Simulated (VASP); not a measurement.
Here is a VASP 6.6.1 calculation.

The input INCAR:

```
SYSTEM = AlN
  ALGO = Normal
  EDIFF = 1E-6
  ENCUT = 520
  ISIF = 2
  ISMEAR = 0
  LASPH = .True.
  LCHARG = .True.
  LELF = .True.
  LREAL = .False.
  LVHAR = .True.
  LWAVE = .False.
  NBANDS = 11
  NELM = 80
  PREC = Accurate
  SIGMA = 0.02
```

Contents of KPOINTS:

```
k-points
0
Gamma
  8 8 8
  0 0 0
```

Contents of POSCAR:

```
AlN
1.0
    0.0000000000      1.9690000000      1.9690000000
    1.9690000000      0.0000000000      1.9690000000
    1.9690000000      1.9690000000      0.0000000000
Al N
1 1
Direct
    0.0000000000      0.0000000000      0.0000000000
    0.5000000000      0.5000000000      0.5000000000
```

Potentials or basis: VASP PAW LDA potentials, release 64 (Al, N).

Launch:

```console
$ cat potpaw_LDA.64/Al/POTCAR potpaw_LDA.64/N/POTCAR > POTCAR
$ mpirun -np 1 vasp_std > vasp.out
```

(1) Predict the band gap on the k mesh.

(2) Estimate the pressure.

Answers

(1) 5.04 eV, indirect (least direct gap 6.96 eV).

(2) 17.8 GPa.
